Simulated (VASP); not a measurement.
Here is a VASP 6.6.1 calculation.

INCAR

```
PREC = Accurate ; ENCUT = 520
EDIFF = 1E-6 ; ISMEAR = 0
SIGMA = 0.05 ; LREAL = False
LASPH = True ; NELM = 80
ALGO = Normal ; ISIF = 2
LWAVE = False ; LCHARG = False
GGA = PS ; NBANDS = 35
```

The input KPOINTS:

```
regular mesh
0
Gamma
  6 6 6
```

POSCAR

```
Al2O3
1.0
    2.4421693582      1.4099871363      4.1427332879
   -2.4421693582      1.4099871363      4.1427332879
    0.0000000000     -2.8199742727      4.1427332879
Al O
4 6
Direct
    0.8558773135      0.8558773135      0.8558773135
    0.6441226865      0.6441226865      0.6441226865
    0.1441226865      0.1441226865      0.1441226865
    0.3558773135      0.3558773135      0.3558773135
    0.0558571577      0.4441428423      0.7500000000
    0.7500000000      0.0558571577      0.4441428423
    0.4441428423      0.7500000000      0.0558571577
    0.9441428423      0.5558571577      0.2500000000
    0.2500000000      0.9441428423      0.5558571577
    0.5558571577      0.2500000000      0.9441428423
```

Potentials or basis: VASP PAW PBE potentials, release 64 (Al, O).

The run is started by

```sh
$ cat potpaw_PBE.64/Al/POTCAR potpaw_PBE.64/O/POTCAR > POTCAR
$ mpirun -np 1 vasp_std > vasp.out
```

Problem. Predict the band gap on the k mesh.

Solution. 5.30 eV.

Problem. Predict the largest force.

Solution. 0.321 eV/Å.

Problem. What does it give for the pressure?

Solution. -0.6 GPa.

Forces on the atoms (eV/Å):
```
Al   0.000  0.000 -0.321
Al   0.000  0.000  0.321
Al   0.000  0.000  0.321
Al   0.000  0.000 -0.321
O   -0.213  0.000  0.000
O    0.107 -0.184  0.000
O    0.107  0.184  0.000
O    0.213  0.000  0.000
O   -0.107  0.184  0.000
O   -0.107 -0.184  0.000
```

Caveat: the stress differs along the axes, from -8 to 14 GPa; the PAW data sets were made with another functional, which shifts forces and pressure a little. A k mesh can miss the band edges.
